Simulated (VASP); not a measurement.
# CO2 in VASP: single point with PBE0

Aim: the single point of CO2 with PBE0.

Everything below comes from runs of VASP 6.6.1. Logs are shortened: lines on timing, memory, paths and dates and some standing lists are left out, and cuts for length are marked.

## (1) The cell of the first run

The cell holds a molecule in a box, 3 atoms: a = 11.000 Å, b = 11.000 Å, c = 11.000 Å, α = 90.00°, β = 90.00°, γ = 90.00°.

## (2) Single point, PBE0

Input file POSCAR:

```
CO2
1.0
   11.0000000000      0.0000000000      0.0000000000
    0.0000000000     11.0000000000      0.0000000000
    0.0000000000      0.0000000000     11.0000000000
C O
1 2
Direct
    0.5000000000      0.5000000000      0.5000000000
    0.5000000000      0.5000000000      0.6054545455
    0.5000000000      0.5000000000      0.3945454545
```

Input file INCAR.step1:

```
PREC = Accurate ; ENCUT = 520
EDIFF = 1E-5 ; ISMEAR = 0
SIGMA = 0.01 ; LREAL = False
LASPH = True ; NELM = 100
ALGO = Normal ; ISIF = 2
LWAVE = True ; LCHARG = False
GGA = PE ; NBANDS = 15
```

Input file INCAR.step2:

```
PREC = Accurate ; ENCUT = 520
EDIFF = 1E-6 ; ISMEAR = 0
SIGMA = 0.01 ; LREAL = False
LASPH = True ; NELM = 100
ALGO = Normal ; ISIF = 2
LWAVE = False ; LCHARG = False
GGA = PE ; LHFCALC = True
AEXX = 0.25 ; PRECFOCK = Normal
ISTART = 1 ; NBANDS = 15
```

Input file KPOINTS:

```
regular mesh
0
Gamma
  1 1 1
```

Potentials or basis: VASP PAW PBE potentials, release 64 (C, O).

Run with:

```
$ cat potpaw_PBE.64/C/POTCAR potpaw_PBE.64/O/POTCAR > POTCAR
$ cp INCAR.step1 INCAR
$ mpirun -np 1 vasp_gam > vasp.out
$ cp INCAR.step2 INCAR
$ mpirun -np 1 vasp_gam > vasp.out
```

OUTCAR:

```text
PREC = Accurate
   ENCUT = 520
   EDIFF = 1E-6
   ISMEAR = 0
   LREAL = False
   LASPH = True
   NELM = 100
   ISIF = 2
   GGA = PE
   LHFCALC = True
   AEXX = 0.25
   PRECFOCK = Normal
   ISTART = 1

 ion  position               nearest neighbor table
   1  0.500  0.500  0.500-   2 1.16   3 1.16
   2  0.500  0.500  0.605-   1 1.16
   3  0.500  0.500  0.395-   1 1.16

  LATTYP: Found a simple cubic cell.
 ALAT       =    11.0000000000

  Lattice vectors:

 A1 = (  11.0000000000,   0.0000000000,   0.0000000000)
 A2 = (   0.0000000000,  11.0000000000,   0.0000000000)
 A3 = (   0.0000000000,   0.0000000000,  11.0000000000)

Analysis of symmetry for initial positions (statically):
=====================================================================
 Subroutine PRICEL returns:
 Original cell was already a primitive cell.

 Routine SETGRP: Setting up the symmetry group for a
 simple cubic supercell.

 Subroutine GETGRP returns: Found 16 space group operations
 (whereof 16 operations were pure point group operations)
 out of a pool of 48 trial point group operations.

The static configuration has the point symmetry D_4h.

Analysis of symmetry for dynamics (positions and initial velocities):
=====================================================================
 Subroutine PRICEL returns:
 Original cell was already a primitive cell.

 Routine SETGRP: Setting up the symmetry group for a
 simple cubic supercell.

 Subroutine GETGRP returns: Found 16 space group operations
 (whereof 16 operations were pure point group operations)
 out of a pool of 48 trial point group operations.

The dynamic configuration has the point symmetry D_4h.

 Subroutine INISYM returns: Found 16 space group operations
 (whereof 16 operations are pure point group operations),
 and found     1 'primitive' translations

----------------------------------------------------------------------------------------

                                     Primitive cell

  volume of cell :    1331.0000

  direct lattice vectors                    reciprocal lattice vectors
    11.000000000  0.000000000  0.000000000     0.090909091  0.000000000  0.000000000
     0.000000000 11.000000000  0.000000000     0.000000000  0.090909091  0.000000000
     0.000000000  0.000000000 11.000000000     0.000000000  0.000000000  0.090909091

  length of vectors
[... 71 lines left out ...]
   NELECT =      16.0000    total number of electrons
   NUPDOWN=      -1.0000    fix difference up-down
   EMIN   =  10.00;   EMAX   =-10.00  energy-range for DOS
   EFERMI =   0.00;   METHOD = LEGACY
   ISMEAR =     0;   SIGMA  =   0.01  broadening in eV -4-tet -1-fermi 0-gaus
   EFERMI_NEDOS =   21; number of points for ismear=-14 and -15
   IALGO  =     38    algorithm
   IMIX   =      1    mixing-type and parameters
     AMIX     =   0.40;   BMIX     =  1.00
     AMIX_MAG =   1.60;   BMIX_MAG =  1.00
  volume/ion in A,a.u.               =     443.67      2994.01
  Fermi-wavevector in a.u.,A,eV,Ry     =   0.375021  0.708687  1.913533  0.140641
  Thomas-Fermi vector in A             =   1.305815
   LORBIT       =      0    0 simple, 1 ext, 2 COOP (PROOUT), +10 PAW based schemes
   GGA     = PE    functional components
   LHFCALC =     T    Hartree Fock is set to
   PRECFOCK=normal    Normal, Fast or Accurate (Low or Medium for compatibility)
   ENCUT4O =  -1.0   cutoff for four orbital integrals eV
   NKREDX  =     1    reduce k-point grid by
   NKREDY  =     1    reduce k-point grid by
   NKREDZ  =     1    reduce k-point grid by
   AEXX    =    0.2500 exact exchange contribution
   HFSCREEN=    0.0000 screening length (either q_TF or 0.3 A-1)
   HFSCREENC=   0.0000 screening length for correlation (either q_TF or 0.3 A-1)
   ENCUTFOCK=  -1.0 apply spherical cutoff to Coloumb kernel
   IVDW    =     0    specifies the selected vdW correction
   LEPSILON=     F    determine dielectric tensor
   LRPA    =     F    only Hartree local field effects (RPA)
 non-spin polarized calculation
 Gauss-broadening in eV      SIGMA  =   0.01
  energy-cutoff  :      520.00
  volume of cell :     1331.00
 maximum number of plane-waves:     17913
 NGX is ok and might be reduce to    84
  NGX = 64; NGY = 64; NGZ = 64

 number of electron      15.9999999 magnetization

 Free energy of the ion-electron system (eV)
  ---------------------------------------------------
  ext. energy  EPLUGINS =         0.00000000
  ---------------------------------------------------
  free energy    TOTEN  =       -29.99664968 eV

  energy without entropy =      -29.99664968  energy(sigma->0) =      -29.99664968

 E-fermi : -10.4648     XC(G=0):  -0.4281

 val. band max:      -10.5766114550   @ k =   0.0000   0.0000   0.0000
 cond. band min:      -0.3555482411   @ k =   0.0000   0.0000   0.0000
 fundamental gap:     10.2210632139
 Fermi energy:       -10.4648296447

 k-point     1 :       0.0000    0.0000    0.0000
  band No.  band energies     occupation
      1     -32.5957      2.00000
      2     -31.4466      2.00000
      3     -15.7973      2.00000
      4     -14.5920      2.00000
      5     -14.5920      2.00000
      6     -14.5524      2.00000
      7     -10.5766      2.00000
      8     -10.5766      2.00000
      9      -0.3555      0.00000
     10       0.7005      0.00000
     11       1.0436      0.00000
     12       1.0436      0.00000
     13       1.1224      0.00000
     14       1.1224      0.00000
     15       1.1962      0.00000

------------------------ aborting loop because EDIFF is reached ----------------------------------------

  FORCE on cell =-STRESS in cart. coord.  units (eV):
  Direction    XX          YY          ZZ          XY          YZ          ZX
  --------------------------------------------------------------------------------------
  -------------------------------------------------------------------------------------
  Total       -0.0953930     -0.0953930      0.7323336      0.0000000     -0.0000000     -0.0000000
  in kB       -0.1148283     -0.1148283      0.8815389      0.0000000     -0.0000000     -0.0000000
  external PRESSURE =       0.2172941 kB  Pullay stress =       0.0000000 kB

 VOLUME and BASIS-vectors are now :
 -----------------------------------------------------------------------------
  energy-cutoff  :      520.00
  volume of cell :     1331.00
      direct lattice vectors                 reciprocal lattice vectors
    11.000000000  0.000000000  0.000000000     0.090909091  0.000000000  0.000000000
     0.000000000 11.000000000  0.000000000     0.000000000  0.090909091  0.000000000
     0.000000000  0.000000000 11.000000000     0.000000000  0.000000000  0.090909091

 POSITION                                       TOTAL-FORCE (eV/Angst)
 -----------------------------------------------------------------------------------
      5.50000      5.50000      5.50000         0.000000      0.000000      0.000000
      5.50000      5.50000      6.66000         0.000000      0.000000      0.383642
      5.50000      5.50000      4.34000         0.000000      0.000000     -0.383642
 -----------------------------------------------------------------------------------
    total drift:                                0.000000      0.000000     -0.000000

  FREE ENERGIE OF THE ION-ELECTRON SYSTEM (eV)
  ---------------------------------------------------
  free  energy   TOTEN  =       -29.9966496751 eV

  energy  without entropy=      -29.9966496751  energy(sigma->0) =      -29.99664968
```

OUTCAR.step1:

```text
PREC = Accurate
   ENCUT = 520
   EDIFF = 1E-5
   ISMEAR = 0
   LREAL = False
[... 218 lines left out ...]
      5.50000      5.50000      5.50000         0.000000     -0.000000      0.000000
      5.50000      5.50000      6.66000         0.000000      0.000000      1.803311
      5.50000      5.50000      4.34000        -0.000000     -0.000000     -1.803311
 -----------------------------------------------------------------------------------
    total drift:                                0.000000     -0.000000      0.000000

  FREE ENERGIE OF THE ION-ELECTRON SYSTEM (eV)
  ---------------------------------------------------
  free  energy   TOTEN  =       -22.9369503754 eV

  energy  without entropy=      -22.9369503754  energy(sigma->0) =      -22.93695038
```

OSZICAR.step1:

```text
N       E                     dE             d eps       ncg     rms          rms(c)
DAV:   1     0.199719062059E+03    0.19972E+03   -0.42108E+03    38   0.608E+02
DAV:   2     0.463143752133E+02   -0.15340E+03   -0.13828E+03    52   0.119E+02
DAV:   3    -0.191152909325E+02   -0.65430E+02   -0.64934E+02    37   0.104E+02
[... 11 lines left out ...]
DAV:  15    -0.229367772472E+02   -0.40999E-03   -0.29151E-05    37   0.263E-02    0.308E-03
DAV:  16    -0.229369069109E+02   -0.12966E-03   -0.55380E-06    29   0.113E-02    0.154E-03
DAV:  17    -0.229369307815E+02   -0.23871E-04   -0.11198E-06    29   0.530E-03    0.844E-04
DAV:  18    -0.229369474959E+02   -0.16714E-04   -0.42419E-07    29   0.324E-03    0.367E-04
DAV:  19    -0.229369503754E+02   -0.28794E-05   -0.89999E-08    29   0.167E-03
   1 F= -.22936950E+02 E0= -.22936950E+02  d E =-.105239E-26
```

Wall time 3.4 min (1 thread of Intel Xeon Platinum 8124M at 3.00GHz (Skylake/Cascade Lake), shared host); peak memory 1.1 GiB.

What came out:

```yaml
Free_energy: -29.9966 eV
Largest_force: 0.384 eV/Å
Gap_between_the_frontier_levels: 10.22 eV
```

Forces in eV/Å, atoms in the order of the input:
```
C    0.000  0.000  0.000
O    0.000  0.000  0.384
O    0.000  0.000 -0.384
```

Levels at points of the mesh, in eV from the valence-band top:
| k point | band 5 | band 6 | band 7 | band 8 | band 9 | band 10 | band 11 | band 12 |
| --- | --- | --- | --- | --- | --- | --- | --- | --- |
| (0.00, 0.00, 0.00) | -4.02 | -3.98 | 0.00 | 0.00 | 10.22 | 11.28 | 11.62 | 11.62 |

Caveat: the PAW data sets were made with another functional, which shifts forces and pressure a little.
